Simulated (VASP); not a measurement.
# CuMoH6 (Pm-3m) in VASP: further runs

The runs below take CuMoH6 through single point, relaxation of cell and atoms, with PBE.

All numbers are computed with VASP 6.6.1; they aren't measurements. Logs are shortened: lines on timing, memory, paths and dates and some standing lists are left out, and cuts for length are marked.

### 1 The cell of the first run

It takes space group Pm-3m (No. 221, cubic). The conventional cell has a = 4.076 Å, b = 4.076 Å, c = 4.076 Å, α = 90.00°, β = 90.00°, γ = 90.00°. Within 2.1 Å of Cu (site symmetry m-3m) lie 6 H at 1.59 Å. H (site symmetry 4mm) has 1 H at 0.89 Å within 1.2 Å. Mo (site symmetry m-3m) has 24 H at 2.92 Å and 8 Cu at 3.53 Å within 3.8 Å.

The cell was generated, and may not be a known phase.

### 2 Single point, PBE

INCAR reads:

```
SYSTEM = CuMoH6
PREC = Accurate
ENCUT = 520
EDIFF = 1E-6
ISMEAR = 0
SIGMA = 0.1
LREAL = .FALSE.
LASPH = .TRUE.
NELM = 100
ALGO = Normal
ISIF = 2
LWAVE = .FALSE.
LCHARG = .FALSE.
GGA = PE
NBANDS = 26
```

KPOINTS reads:

```
Automatic mesh
0
G
  4 4 4
  0 0 0
```

POSCAR reads:

```
CuMoH6
1.0
    4.0756367799      0.0000000000      0.0000000000
    0.0000000000      4.0756367799      0.0000000000
    0.0000000000      0.0000000000      4.0756367799
Cu H Mo
1 6 1
Direct
    0.5000000000      0.5000000000      0.5000000000
    0.8911927988      0.5000000000      0.5000000000
    0.1088072012      0.5000000000      0.5000000000
    0.5000000000      0.8911927988      0.5000000000
    0.5000000000      0.1088072012      0.5000000000
    0.5000000000      0.5000000000      0.8911927988
    0.5000000000      0.5000000000      0.1088072012
    0.0000000000      0.0000000000      0.0000000000
```

Potentials or basis: VASP PAW PBE potentials, release 64 (Cu, H, Mo_sv).

On the command line:

```bash
> cat potpaw_PBE.64/Cu/POTCAR potpaw_PBE.64/H/POTCAR potpaw_PBE.64/Mo_sv/POTCAR > POTCAR
> mpirun -np 1 vasp_std > vasp.out
```

OUTCAR:

```text
SYSTEM = CuMoH6
   PREC = Accurate
   ENCUT = 520
   EDIFF = 1E-6
   ISMEAR = 0
   LREAL = .FALSE.
   LASPH = .TRUE.
   NELM = 100
   ISIF = 2
   GGA = PE

 ion  position               nearest neighbor table
   1  0.500  0.500  0.500-   2 1.59   3 1.59   4 1.59   5 1.59   6 1.59   7 1.59
   2  0.891  0.500  0.500-   3 0.89   1 1.59
   3  0.109  0.500  0.500-   2 0.89   1 1.59
   4  0.500  0.891  0.500-   5 0.89   1 1.59
   5  0.500  0.109  0.500-   4 0.89   1 1.59
   6  0.500  0.500  0.891-   7 0.89   1 1.59
   7  0.500  0.500  0.109-   6 0.89   1 1.59
   8  0.000  0.000  0.000-

  LATTYP: Found a simple cubic cell.
 ALAT       =     4.0756367799

  Lattice vectors:

 A1 = (   4.0756367799,   0.0000000000,   0.0000000000)
 A2 = (   0.0000000000,   4.0756367799,   0.0000000000)
 A3 = (   0.0000000000,   0.0000000000,   4.0756367799)

Analysis of symmetry for initial positions (statically):
=====================================================================
 Subroutine PRICEL returns:
 Original cell was already a primitive cell.

 Routine SETGRP: Setting up the symmetry group for a
 simple cubic supercell.

 Subroutine GETGRP returns: Found 48 space group operations
 (whereof 48 operations were pure point group operations)
 out of a pool of 48 trial point group operations.

The static configuration has the point symmetry O_h .

Analysis of symmetry for dynamics (positions and initial velocities):
=====================================================================
 Subroutine PRICEL returns:
 Original cell was already a primitive cell.

 Routine SETGRP: Setting up the symmetry group for a
 simple cubic supercell.

 Subroutine GETGRP returns: Found 48 space group operations
 (whereof 48 operations were pure point group operations)
 out of a pool of 48 trial point group operations.

The dynamic configuration has the point symmetry O_h .

 Subroutine INISYM returns: Found 48 space group operations
 (whereof 48 operations are pure point group operations),
 and found     1 'primitive' translations

----------------------------------------------------------------------------------------

                                     Primitive cell

  volume of cell :      67.6996

  direct lattice vectors                    reciprocal lattice vectors
     4.075636780  0.000000000  0.000000000     0.245360432  0.000000000  0.000000000
     0.000000000  4.075636780  0.000000000     0.000000000  0.245360432  0.000000000
     0.000000000  0.000000000  4.075636780     0.000000000  0.000000000  0.245360432

  length of vectors
     4.075636780  4.075636780  4.075636780     0.245360432  0.245360432  0.245360432

  position of ions in fractional coordinates (direct lattice)
     0.500000000  0.500000000  0.500000000
     0.891192799  0.500000000  0.500000000
     0.108807201  0.500000000  0.500000000
     0.500000000  0.891192799  0.500000000
     0.500000000  0.108807201  0.500000000
     0.500000000  0.500000000  0.891192799
     0.500000000  0.500000000  0.108807201
     0.000000000  0.000000000  0.000000000

  ion indices of the primitive-cell ions
   primitive index   ion index
                 1           1
                 2           2
                 3           3
                 4           4
                 5           5
                 6           6
                 7           7
                 8           8

----------------------------------------------------------------------------------------

 KPOINTS: Automatic mesh

Automatic generation of k-mesh.
 Grid dimensions read from file:
 generate k-points for:    4    4    4

 Generating k-lattice:

  Cartesian coordinates                     Fractional coordinates (reciprocal lattice)
     0.061340108  0.000000000  0.000000000     0.250000000  0.000000000  0.000000000
     0.000000000  0.061340108  0.000000000     0.000000000  0.250000000  0.000000000
     0.000000000  0.000000000  0.061340108     0.000000000  0.000000000  0.250000000

  Length of vectors
     0.061340108  0.061340108  0.061340108

  Shift w.r.t. Gamma in fractional coordinates (k-lattice)
     0.000000000  0.000000000  0.000000000

 Subroutine IBZKPT returns following result:
 ===========================================

 Found     10 irreducible k-points:

 Following reciprocal coordinates:
            Coordinates               Weight
  0.000000  0.000000  0.000000      1.000000
  0.250000  0.000000  0.000000      6.000000
  0.500000  0.000000  0.000000      3.000000
  0.250000  0.250000  0.000000     12.000000
  0.500000  0.250000  0.000000     12.000000
  0.500000  0.500000  0.000000      3.000000
  0.250000  0.250000  0.250000      8.000000
  0.500000  0.250000  0.250000     12.000000
  0.500000  0.500000  0.250000      6.000000
  0.500000  0.500000  0.500000      1.000000
   k-points           NKPTS =     10   k-points in BZ     NKDIM =     10   number of bands    NBANDS=     26
   number of dos      NEDOS =    301   number of ions     NIONS =      8
   total plane-waves  NPLWV =  27000
   dimension x,y,z NGX =    30 NGY =   30 NGZ =   30
   dimension x,y,z NGXF=    60 NGYF=   60 NGZF=   60
   ions per type =               1   6   1
   NGX,Y,Z   is equivalent  to a cutoff of  12.24, 12.24, 12.24 a.u.
   NGXF,Y,Z  is equivalent  to a cutoff of  24.47, 24.47, 24.47 a.u.
 SYSTEM =  CuMoH6
   PREC   = accura    normal or accurate (medium, high low for compatibility)
   ISTART =      0    job   : 0-new  1-cont  2-samecut
   ICHARG =      2    charge: 1-file 2-atom 10-const
   ISPIN  =      1    spin polarized calculation?
   LNONCOLLINEAR =      F non collinear calculations
   LSORBIT =      F    spin-orbit coupling
   LASPH  =      T    aspherical Exc in radial PAW
   ENCUT  =  520.0 eV  38.22 Ry    6.18 a.u.   7.58  7.58  7.58*2*pi/ulx,y,z
   NELM   =    100;   NELMIN=  2; NELMDL= -5     # of ELM steps
   EDIFF  = 0.1E-05   stopping-criterion for ELM
   LREAL  =      F    real-space projection
   EDIFFG = 0.1E-04   stopping-criterion for IOM
   NSW    =      0    number of steps for IOM
   IBRION =     -1    ionic relax: 0-MD 1-quasi-New 2-CG
   NFREE  =      0    steps in history (QN), initial steepest desc. (CG)
   ISIF   =      2    stress and relaxation
   ISYM   =      2    0-nonsym 1-usesym 2-fastsym
   POTIM  = 0.5000    time-step for ionic-motion
   TEBEG  =    0.0;   TEEND  =   0.0 temperature during run
   PSTRESS=    0.0 pullay stress
   NELECT =      31.0000    total number of electrons
   NUPDOWN=      -1.0000    fix difference up-down
   EMIN   =  10.00;   EMAX   =-10.00  energy-range for DOS
   EFERMI =   0.00;   METHOD = LEGACY
   ISMEAR =     0;   SIGMA  =   0.10  broadening in eV -4-tet -1-fermi 0-gaus
   EFERMI_NEDOS =   21; number of points for ismear=-14 and -15
   IALGO  =     38    algorithm
   IMIX   =      4    mixing-type and parameters
     AMIX     =   0.40;   BMIX     =  1.00
     AMIX_MAG =   1.60;   BMIX_MAG =  1.00
  volume/ion in A,a.u.               =       8.46        57.11
  Fermi-wavevector in a.u.,A,eV,Ry     =   1.261827  2.384508 21.663307  1.592208
  Thomas-Fermi vector in A             =   2.395267
   LORBIT       =      0    0 simple, 1 ext, 2 COOP (PROOUT), +10 PAW based schemes
   GGA     = PE    functional components
   LHFCALC =     F    Hartree Fock is set to
   AEXX    =    0.0000 exact exchange contribution
   IVDW    =     0    specifies the selected vdW correction
   LEPSILON=     F    determine dielectric tensor
   LRPA    =     F    only Hartree local field effects (RPA)
 non-spin polarized calculation
 Gauss-broadening in eV      SIGMA  =   0.10
  energy-cutoff  :      520.00
  volume of cell :       67.70
 maximum number of plane-waves:      1856
   NGX = 15   NGY = 15   NGZ = 15

 number of electron      30.9999965 magnetization

 Free energy of the ion-electron system (eV)
  ---------------------------------------------------
  ext. energy  EPLUGINS =         0.00000000
  ---------------------------------------------------
  free energy    TOTEN  =       -24.87283000 eV

  energy without entropy =      -24.81538379  energy(sigma->0) =      -24.84410689

 E-fermi :   4.2427     XC(G=0):  -9.9888

 val. band max:        4.2344176654   @ k =   0.5000   0.5000   0.2500
 cond. band min:       4.2627822356   @ k =   0.0000   0.0000   0.0000
 fundamental gap:      0.0283645702
 Fermi energy:         4.2427159288

 k-point     1 :       0.0000    0.0000    0.0000
  band No.  band energies     occupation
      1     -56.7276      2.00000
      2     -30.8188      2.00000
      3     -30.8188      2.00000
      4     -30.8188      2.00000
      5      -7.3947      2.00000
      6      -4.2331      2.00000
[... 18 lines left out ...]
     25      13.2892      0.00000
     26      14.6080      0.00000

 k-point     2 :       0.2500    0.0000    0.0000
  band No.  band energies     occupation
      1     -56.7274      2.00000
      2     -30.8253      2.00000
      3     -30.8183      2.00000
      4     -30.8183      2.00000
      5      -6.9827      2.00000
      6      -4.3282      2.00000
[... 18 lines left out ...]
     25      14.1751      0.00000
     26      14.8962      0.00000

 k-point     3 :       0.5000    0.0000    0.0000
  band No.  band energies     occupation
      1     -56.7272      2.00000
      2     -30.8317      2.00000
      3     -30.8178      2.00000
      4     -30.8178      2.00000
      5      -6.3677      2.00000
      6      -4.6630      2.00000
[... 18 lines left out ...]
     25      13.9778      0.00000
     26      16.4746      0.00000

 k-point     4 :       0.2500    0.2500    0.0000
  band No.  band energies     occupation
      1     -56.7272      2.00000
      2     -30.8248      2.00000
      3     -30.8246      2.00000
      4     -30.8178      2.00000
      5      -6.5819      2.00000
      6      -4.2563      2.00000
[... 18 lines left out ...]
     25      14.1355      0.00000
     26      14.3809      0.00000

 k-point     5 :       0.5000    0.2500    0.0000
  band No.  band energies     occupation
      1     -56.7270      2.00000
      2     -30.8311      2.00000
      3     -30.8241      2.00000
      4     -30.8174      2.00000
      5      -5.9913      2.00000
      6      -4.4784      2.00000
[... 18 lines left out ...]
     25      14.9450      0.00000
     26      15.3118      0.00000

 k-point     6 :       0.5000    0.5000    0.0000
  band No.  band energies     occupation
      1     -56.7267      2.00000
      2     -30.8304      2.00000
      3     -30.8304      2.00000
      4     -30.8169      2.00000
      5      -5.4691      2.00000
      6      -4.2719      2.00000
[... 18 lines left out ...]
     25      14.3284      0.00000
     26      14.3284      0.00000

 k-point     7 :       0.2500    0.2500    0.2500
  band No.  band energies     occupation
      1     -56.7270      2.00000
      2     -30.8243      2.00000
      3     -30.8240      2.00000
      4     -30.8240      2.00000
      5      -6.1782      2.00000
      6      -4.2203      2.00000
[... 18 lines left out ...]
     25      14.8499      0.00000
     26      16.2646      0.00000

 k-point     8 :       0.5000    0.2500    0.2500
  band No.  band energies     occupation
      1     -56.7268      2.00000
      2     -30.8304      2.00000
      3     -30.8236      2.00000
      4     -30.8235      2.00000
      5      -5.5792      2.00000
      6      -4.3740      2.00000
[... 18 lines left out ...]
     25      15.1529      0.00000
     26      16.1986      0.00000

 k-point     9 :       0.5000    0.5000    0.2500
  band No.  band energies     occupation
      1     -56.7265      2.00000
      2     -30.8298      2.00000
      3     -30.8298      2.00000
      4     -30.8230      2.00000
      5      -4.9842      2.00000
      6      -4.2648      2.00000
[... 18 lines left out ...]
     25      15.2162      0.00000
     26      15.2162      0.00000

 k-point    10 :       0.5000    0.5000    0.5000
  band No.  band energies     occupation
      1     -56.7264      2.00000
      2     -30.8291      2.00000
      3     -30.8291      2.00000
      4     -30.8291      2.00000
      5      -4.2579      2.00000
      6      -4.2579      2.00000
[... 18 lines left out ...]
     25      15.9393      0.00000
     26      15.9393      0.00000

------------------------ aborting loop because EDIFF is reached ----------------------------------------

  FORCE on cell =-STRESS in cart. coord.  units (eV):
  Direction    XX          YY          ZZ          XY          YZ          ZX
  --------------------------------------------------------------------------------------
  -------------------------------------------------------------------------------------
  Total        0.0033346      0.0033346      0.0033346     -0.0000000      0.0000000     -0.0000000
  in kB        0.0789161      0.0789161      0.0789161     -0.0000000      0.0000000     -0.0000000
  external PRESSURE =       0.0789161 kB  Pullay stress =       0.0000000 kB

 VOLUME and BASIS-vectors are now :
 -----------------------------------------------------------------------------
  energy-cutoff  :      520.00
  volume of cell :       67.70
      direct lattice vectors                 reciprocal lattice vectors
     4.075636780  0.000000000  0.000000000     0.245360432  0.000000000  0.000000000
     0.000000000  4.075636780  0.000000000     0.000000000  0.245360432  0.000000000
     0.000000000  0.000000000  4.075636780     0.000000000  0.000000000  0.245360432

 POSITION                                       TOTAL-FORCE (eV/Angst)
 -----------------------------------------------------------------------------------
      2.03782      2.03782      2.03782        -0.000000      0.000000      0.000000
      3.63218      2.03782      2.03782         0.091576      0.000000      0.000000
      0.44346      2.03782      2.03782        -0.091576      0.000000     -0.000000
      2.03782      3.63218      2.03782        -0.000000      0.091576      0.000000
      2.03782      0.44346      2.03782        -0.000000     -0.091576     -0.000000
      2.03782      2.03782      3.63218        -0.000000      0.000000      0.091576
      2.03782      2.03782      0.44346        -0.000000      0.000000     -0.091576
      0.00000      0.00000      0.00000        -0.000000      0.000000      0.000000
 -----------------------------------------------------------------------------------
    total drift:                                0.000000      0.000000      0.000000

  FREE ENERGIE OF THE ION-ELECTRON SYSTEM (eV)
  ---------------------------------------------------
  free  energy   TOTEN  =       -24.8728299950 eV

  energy  without entropy=      -24.8153837888  energy(sigma->0) =      -24.84410689
```

It took 21 s on 1 thread of Oxide Virtual Turin-like, shared host; peak memory 0.13 GiB.

What came out:

```
Free energy            : -24.8728 eV
Pressure               : 0.0 GPa
Largest force          : 0.092 eV/Å
Band gap on the k mesh : zero (an odd number of electrons rules out a gap without spin polarisation)
```

Forces on the atoms (eV/Å):
```
Cu   0.000  0.000  0.000
H    0.092  0.000  0.000
H   -0.092  0.000  0.000
H    0.000  0.092  0.000
H    0.000 -0.092  0.000
H    0.000  0.000  0.092
H    0.000  0.000 -0.092
Mo   0.000  0.000  0.000
```

Caveat: the k points lie up to 0.39 Å⁻¹ apart, too coarse for converged energies and pressures of a metal.

### 3 Single point, PBE

This run uses another cell than the first one, of 8.74 Å³/atom.

INCAR reads:

```
SYSTEM = CuMoH6
PREC = Accurate ; ENCUT = 520
EDIFF = 1E-6 ; ISMEAR = 0
SIGMA = 0.1 ; LREAL = .False.
LASPH = .True. ; NELM = 80
ALGO = Fast ; ISIF = 2
LWAVE = .False. ; LCHARG = .False.
GGA = PE ; NBANDS = 26
```

KPOINTS reads:

```
Automatic mesh
0
Gamma
  4 4 4
  0 0 0
```

POSCAR reads:

```
CuMoH6
1.0
    4.1198784200      0.0000000000      0.0000000000
    0.0000000000      4.1198784200      0.0000000000
    0.0000000000      0.0000000000      4.1198784200
Cu H Mo
1 6 1
Direct
    0.5000000000      0.5000000000      0.5000000000
    0.8492966300      0.5000000000      0.5000000000
    0.1507033700      0.5000000000      0.5000000000
    0.5000000000      0.8492966300      0.5000000000
    0.5000000000      0.1507033700      0.5000000000
    0.5000000000      0.5000000000      0.8492966300
    0.5000000000      0.5000000000      0.1507033700
    0.0000000000      0.0000000000      0.0000000000
```

Potentials or basis: VASP PAW PBE potentials, release 64 (Cu, H, Mo_sv).

On the command line:

```bash
> cat potpaw_PBE.64/Cu/POTCAR potpaw_PBE.64/H/POTCAR potpaw_PBE.64/Mo_sv/POTCAR > POTCAR
> mpirun -np 1 vasp_std > vasp.out
```

Wall time 19 s (1 thread of Oxide Virtual Turin-like, shared host); peak memory 0.15 GiB.

The run converged. Its results:

```yaml
Free_energy: -23.7423 eV
Pressure: 1.8 GPa
Largest_force: 1.701 eV/Å
Band_gap_on_the_k_mesh: zero (an odd number of electrons rules out a gap without spin polarisation)
```

Forces on the atoms (eV/Å):
```
Cu   0.000  0.000  0.000
H    1.701  0.000  0.000
H   -1.701  0.000  0.000
H    0.000  1.701  0.000
H    0.000 -1.701  0.000
H    0.000  0.000  1.701
H    0.000  0.000 -1.701
Mo   0.000  0.000  0.000
```

Levels at points of the mesh, in eV from the Fermi level:
| k point | band 11 | band 12 | band 13 | band 14 | band 15 | band 16 | band 17 | band 18 | band 19 | band 20 |
| --- | --- | --- | --- | --- | --- | --- | --- | --- | --- | --- |
| (0.00, 0.00, 0.00) | -1.91 | -1.91 | -1.23 | -1.23 | -1.23 | 0.06 | 0.06 | 0.06 | 0.62 | 0.62 |
| (0.50, 0.00, 0.00) | -5.25 | -1.74 | -1.74 | -1.05 | -0.82 | 0.08 | 0.24 | 1.02 | 1.02 | 1.60 |
| (0.50, 0.50, 0.00) | -5.33 | -5.33 | -1.29 | -0.52 | -0.32 | -0.32 | 0.09 | 0.40 | 1.44 | 1.79 |
| (0.50, 0.50, 0.50) | -5.40 | -5.40 | -5.40 | 0.44 | 0.44 | 0.52 | 0.52 | 0.52 | 2.05 | 2.05 |

Caveat: the k points lie up to 0.38 Å⁻¹ apart, too coarse for converged energies and pressures of a metal; forces of over 1 eV/Å act on the atoms, so gaps and moduli don't describe the material at rest.

[end of part 1 of 2]

The gap in the log of VASP goes by the Fermi energy; the results here count the filled bands.